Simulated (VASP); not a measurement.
Set up this calculation in VASP 6.6.1, as the native input.

```
Task                   : relaxation of cell and atoms
Functional             : LDA
Potentials or basis    : VASP PAW LDA potentials, release 64 (B, As)
Cutoff                 : 500 eV
k mesh                 : 10 × 10 × 10
Occupations            : gaussian, width 0.02 eV
Spin                   : no spin polarisation
Dipole correction      : no
Further INCAR settings : ALGO = Normal; EDIFF = 1e-07; IBRION = 2; EDIFFG = -0.002; NSW = 100; ISIF = 3
```

The structure of BAs (lda) lies in POSCAR:

```
BAs
1.0
    0.0000000000      2.3885000000      2.3885000000
    2.3885000000      0.0000000000      2.3885000000
    2.3885000000      2.3885000000      0.0000000000
B As
1 1
Direct
    0.0000000000      0.0000000000      0.0000000000
    0.2500000000      0.2500000000      0.2500000000
```

One way to write it, as run:

INCAR

```
SYSTEM = BAs
PREC = Accurate
ENCUT = 500
EDIFF = 1E-7
ISMEAR = 0
SIGMA = 0.02
LREAL = .False.
LASPH = .True.
NELM = 120
ALGO = Normal
ISIF = 3
LWAVE = .False.
LCHARG = .False.
GGA = CA
IBRION = 2
NSW = 100
EDIFFG = -0.002
GGA_COMPAT = .False.
NELMIN = 4
```

KPOINTS

```
Automatic mesh
0
Gamma
  10 10 10
  0 0 0
```

Potentials or basis: VASP PAW LDA potentials, release 64 (B, As).

Command:

```sh
$ cat potpaw_LDA.64/B/POTCAR potpaw_LDA.64/As/POTCAR > POTCAR
$ mpirun -np 1 vasp_std > vasp.out
```

Results of the run:

| Property | Result |
| --- | --- |
| Relaxed volume | 13.33 Å³/atom |
| Relaxed cell | a = 3.353 Å, b = 3.353 Å, c = 3.353 Å, α = 60.00°, β = 60.00°, γ = 60.00° |
| Space group after relaxing (to 0.05 Å) | F-43m (No. 216) |
| Energy gained by relaxing | 2.9 meV/atom |
| Ionic steps | 3 |
| Pressure after relaxing | 0.0 GPa |
| Band gap on the k mesh | 1.10 eV, indirect (least direct gap 3.28 eV) |

Wall time 19 s on 1 thread of Intel Xeon 6975P-C (shared host), peak memory 0.15 GiB.
